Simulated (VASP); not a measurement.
# SrTe (rocksalt type) (Fm-3m) in VASP: a series of runs, part 2 of 2

VASP 6.6.1. Earlier steps stand in the parts before.

### Step 3. Relaxation of cell and atoms, PBE

File INCAR:

```
SYSTEM = SrTe
  ALGO = Normal
  EDIFF = 1E-7
  EDIFFG = -0.005
  ENCUT = 500
  GGA = PE
  GGA_COMPAT = .FALSE.
  IBRION = 2
  ISIF = 3
  ISMEAR = -1
  LASPH = .TRUE.
  LCHARG = .FALSE.
  LREAL = .FALSE.
  LWAVE = .FALSE.
  NELM = 120
  NELMIN = 4
  NSW = 100
  PREC = Accurate
  SIGMA = 0.03
```

File KPOINTS:

```
k-points
0
G
  11 11 11
  0 0 0
```

File POSCAR:

```
SrTe
1.0
    0.0000000000      3.2195088072      3.2195088072
    3.2195088072      0.0000000000      3.2195088072
    3.2195088072      3.2195088072      0.0000000000
Sr Te
1 1
Direct
    0.0000000000      0.0000000000      0.0000000000
    0.5000000000      0.5000000000      0.5000000000
```

Potentials or basis: VASP PAW PBE potentials, release 64 (Sr_sv, Te).

Run with:

```console
$ cat potpaw_PBE.64/Sr_sv/POTCAR potpaw_PBE.64/Te/POTCAR > POTCAR
$ mpirun -np 1 vasp_std > vasp.out
```

OUTCAR:

```text
SYSTEM = SrTe
   EDIFF = 1E-7
   EDIFFG = -0.005
   ENCUT = 500
   GGA = PE
   IBRION = 2
   ISIF = 3
   ISMEAR = -1
   LASPH = .TRUE.
   LREAL = .FALSE.
   NELM = 120
   NELMIN = 4
   NSW = 100
   PREC = Accurate

 ion  position               nearest neighbor table
   1  0.000  0.000  0.000-   2 3.22   2 3.22   2 3.22   2 3.22   2 3.22   2 3.22
   2  0.500  0.500  0.500-   1 3.22   1 3.22   1 3.22   1 3.22   1 3.22   1 3.22

  LATTYP: Found a face centered cubic cell.
 ALAT       =     6.4390176144

  Lattice vectors:

 A1 = (   0.0000000000,   3.2195088072,   3.2195088072)
 A2 = (   3.2195088072,   0.0000000000,   3.2195088072)
 A3 = (   3.2195088072,   3.2195088072,   0.0000000000)

Analysis of symmetry for initial positions (statically):
=====================================================================
 Subroutine PRICEL returns:
 Original cell was already a primitive cell.

 Routine SETGRP: Setting up the symmetry group for a
 face centered cubic supercell.

 Subroutine GETGRP returns: Found 48 space group operations
 (whereof 48 operations were pure point group operations)
 out of a pool of 48 trial point group operations.

The static configuration has the point symmetry O_h .

Analysis of symmetry for dynamics (positions and initial velocities):
=====================================================================
 Subroutine PRICEL returns:
 Original cell was already a primitive cell.

 Routine SETGRP: Setting up the symmetry group for a
 face centered cubic supercell.

 Subroutine GETGRP returns: Found 48 space group operations
 (whereof 48 operations were pure point group operations)
 out of a pool of 48 trial point group operations.

The dynamic configuration has the point symmetry O_h .

 Subroutine INISYM returns: Found 48 space group operations
 (whereof 48 operations are pure point group operations),
 and found     1 'primitive' translations

----------------------------------------------------------------------------------------

                                     Primitive cell

  volume of cell :      66.7419

  direct lattice vectors                    reciprocal lattice vectors
     0.000000000  3.219508807  3.219508807    -0.155303194  0.155303194  0.155303194
[... 102 lines left out ...]
   EFERMI_NEDOS =   21; number of points for ismear=-14 and -15
   IALGO  =     38    algorithm
   IMIX   =      4    mixing-type and parameters
     AMIX     =   0.40;   BMIX     =  1.00
     AMIX_MAG =   1.60;   BMIX_MAG =  1.00
  volume/ion in A,a.u.               =      33.37       225.20
  Fermi-wavevector in a.u.,A,eV,Ry     =   1.016987  1.921826 14.071984  1.034262
  Thomas-Fermi vector in A             =   2.150362
   LORBIT       =      0    0 simple, 1 ext, 2 COOP (PROOUT), +10 PAW based schemes
   GGA     = PE    functional components
   LHFCALC =     F    Hartree Fock is set to
   AEXX    =    0.0000 exact exchange contribution
   IVDW    =     0    specifies the selected vdW correction
   LEPSILON=     F    determine dielectric tensor
   LRPA    =     F    only Hartree local field effects (RPA)
 conjugate gradient relaxation of ions
 non-spin polarized calculation
  energy-cutoff  :      500.00
  volume of cell :       66.74
 maximum number of plane-waves:      1715
 NGX is ok and might be reduce to    36
   NGX = 17   NGY = 17   NGZ = 17

--------------------------------------- Ionic step        1  -------------------------------------------

 number of electron      16.0000000 magnetization

 Free energy of the ion-electron system (eV)
  ---------------------------------------------------
  ext. energy  EPLUGINS =         0.00000000
  ---------------------------------------------------
  free energy    TOTEN  =        -8.12512328 eV

  energy without entropy =       -8.12512328  energy(sigma->0) =       -8.12512328

 E-fermi :   4.3087     XC(G=0):  -8.9366

 val. band max:        3.6312778995   @ k =   0.0000   0.0000   0.0000
 cond. band min:       5.0510817209   @ k =   0.4545   0.4545   0.0000
 fundamental gap:      1.4198038214
 Fermi energy:         4.3087436709

 k-point     1 :       0.0000    0.0000    0.0000
  band No.  band energies     occupation
      1     -30.8136      2.00000
      2     -12.8389      2.00000
      3     -12.8389      2.00000
      4     -12.8389      2.00000
      5      -6.6936      2.00000
      6       3.6313      2.00000
      7       3.6313      2.00000
      8       3.6313      2.00000
      9       6.7768      0.00000
     10       6.7768      0.00000
     11       6.7768      0.00000
     12       6.9601      0.00000
[... 488 lines left out ...]
--------------------------------------- Ionic step        5  -------------------------------------------

 number of electron      16.0000000 magnetization

 Free energy of the ion-electron system (eV)
  ---------------------------------------------------
  ext. energy  EPLUGINS =         0.00000000
  ---------------------------------------------------
  free energy    TOTEN  =        -8.26765710 eV

  energy without entropy =       -8.26765710  energy(sigma->0) =       -8.26765710

 E-fermi :   3.2043     XC(G=0):  -8.4049

 val. band max:        2.6541179576   @ k =   0.0000   0.0000   0.0000
 cond. band min:       4.4406292510   @ k =   0.4545   0.4545   0.0000
 fundamental gap:      1.7865112934
 Fermi energy:         3.2043155039

 k-point     1 :       0.0000    0.0000    0.0000
  band No.  band energies     occupation
      1     -32.0993      2.00000
      2     -14.0828      2.00000
      3     -14.0828      2.00000
      4     -14.0828      2.00000
      5      -7.2396      2.00000
      6       2.6541      2.00000
      7       2.6541      2.00000
      8       2.6541      2.00000
      9       5.3844      0.00000
     10       5.9493      0.00000
     11       5.9493      0.00000
     12       5.9493      0.00000
[... 374 lines left out ...]
  FREE ENERGIE OF THE ION-ELECTRON SYSTEM (eV)
  ---------------------------------------------------
  free  energy   TOTEN  =        -8.2676570965 eV

  energy  without entropy=       -8.2676570965  energy(sigma->0) =       -8.26765710

 reached required accuracy - stopping structural energy minimisation
```

Wall time 3.9 min (1 thread of Intel Xeon 8259CL, shared host); peak memory 0.25 GiB.

Results:

```
Free energy                           : -8.2677 eV
Relaxed volume                        : 37.99 Å³/atom
Relaxed cell                          : a = 4.754 Å, b = 4.754 Å, c = 4.754 Å, α = 60.00°, β = 60.00°, γ = 60.00°
Space group after relaxing (to 0.1 Å) : Fm-3m (No. 225)
Energy gained by relaxing             : 71.3 meV/atom
Ionic steps                           : 5
Pressure after relaxing               : 0.0 GPa
Band gap on the k mesh                : 1.79 eV (least direct gap 2.50 eV)
```

The path:
```
step  energy change (eV)  largest force (eV/Å)  pressure (GPa)  volume (Å³)
   1              0.0000                0.0000            5.53        66.74
   2             -0.1345                0.0000           -0.99        78.50
   3             -0.1425                0.0000            0.03        75.92
   4             -0.1425                0.0000           -0.06        76.11
   5             -0.1425                0.0000            0.01        75.97
```

Final structure:
```yaml
crystal:
  lattice:
    - [0.00000, 3.36157, 3.36157]
    - [3.36157, 0.00000, 3.36157]
    - [3.36157, 3.36157, 0.00000]
  atoms:
    - { symbol: Sr, position: [0.00000, 0.00000, 0.00000] }
    - { symbol: Te, position: [0.50000, 0.50000, 0.50000] }
```

Levels at points of the mesh, in eV from the valence-band top:
```csv
k point,band 6,band 7,band 8,band 9,band 10,band 11
"(0.00, 0.00, 0.00)",0.00,0.00,0.00,2.73,3.30,3.30
```

Caveat: spin-orbit coupling is left out, which moves the levels of the heavy elements; an odd mesh through Γ misses points on the zone boundary, where band edges can lie.
